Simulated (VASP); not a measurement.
Here is a VASP 6.6.1 calculation.

The input INCAR:

```
SYSTEM = Fe
PREC     = Accurate       ! precision mode
ENCUT    = 520            ! plane-wave cutoff, eV
EDIFF    = 1E-7           ! SCF threshold, eV
ISMEAR   = 0              ! smearing method
SIGMA    = 0.05           ! smearing width, eV
LREAL    = .False.        ! projectors in reciprocal space
LASPH    = .True.         ! aspherical terms in the spheres
NELM     = 150            ! most SCF steps
ALGO     = Normal         ! electronic algorithm
ISIF     = 2              ! what is computed and relaxed
LWAVE    = .False.        ! write WAVECAR
LCHARG   = .False.        ! write CHGCAR
ISPIN    = 2              ! spin polarisation
MAGMOM   = 2.55           ! initial moments
LORBIT   = 11             ! projections on sites
LMAXMIX  = 4              ! l up to which the mixer works
GGA      = PE             ! functional
NBANDS   = 14             ! bands
```

The input KPOINTS:

```
regular mesh
0
Gamma
  22 22 22
  0 0 0
```

The input POSCAR:

```
Fe
1.0
   -1.4115332169      1.4115332169      1.4115332169
    1.4115332169     -1.4115332169      1.4115332169
    1.4115332169      1.4115332169     -1.4115332169
Fe
1
Direct
    0.0000000000      0.0000000000      0.0000000000
```

Potentials or basis: VASP PAW PBE potentials, release 64 (Fe).

Command:

```console
$ cat potpaw_PBE.64/Fe/POTCAR > POTCAR
$ mpirun -np 1 vasp_std > vasp.out
```

(1) Estimate the pressure.

(2) Predict the site moments.

Answers

(1) 1.5 GPa.

(2) Fe +2.16 μB.
